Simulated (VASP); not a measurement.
Set up this calculation in VASP 6.6.1, as the native input.

```yaml
Task: single point
Functional: PBE
Potentials_or_basis: VASP PAW PBE potentials, release 64 (Os)
Cutoff: 520 eV
k_mesh: 16 × 16 × 9
Occupations: fermi-dirac, width 0.03 eV
Spin: no spin polarisation
Dipole_correction: no
Further_INCAR_settings: ALGO = Normal; EDIFF = 1e-07; NBANDS = 15
```

The structure of Os lies in POSCAR:

```
Os
1.0
    2.7065705794      0.0000000000      0.0000000000
   -1.3532852897      2.3439588789      0.0000000000
    0.0000000000      0.0000000000      4.2742997921
Os
2
Direct
    0.3333333333      0.6666666667      0.2500000000
    0.6666666667      0.3333333333      0.7500000000
```

This cell differs from its parent crystal: volume scaled by 0.95.

One way to write it, as run:

INCAR

```
SYSTEM = Os
ALGO = Normal ; EDIFF = 1E-7
ENCUT = 520 ; GGA = PE
ISIF = 2 ; ISMEAR = -1
LASPH = .TRUE. ; LCHARG = .FALSE.
LREAL = .FALSE. ; LWAVE = .FALSE.
NBANDS = 15 ; NELM = 100
PREC = Accurate ; SIGMA = 0.03
```

KPOINTS

```
k-points
0
G
  16 16 9
  0 0 0
```

Potentials or basis: VASP PAW PBE potentials, release 64 (Os).

Launch:

```console
$ cat potpaw_PBE.64/Os/POTCAR > POTCAR
$ mpirun -np 1 vasp_std > vasp.out
```

It gave:

```yaml
Pressure: 23.5 GPa
Band_gap_on_the_k_mesh: zero (band 8 reaches 12.10 eV, above the bottom of band 9 at 8.07 eV)
```

Caveat: spin-orbit coupling is left out, which moves the levels of the heavy elements.

Wall time 40 s on 1 thread of Intel(R) Xeon(R) Platinum 8375C CPU @ 2.90GHz (Ice Lake), with other jobs on the host, peak memory 0.17 GiB.
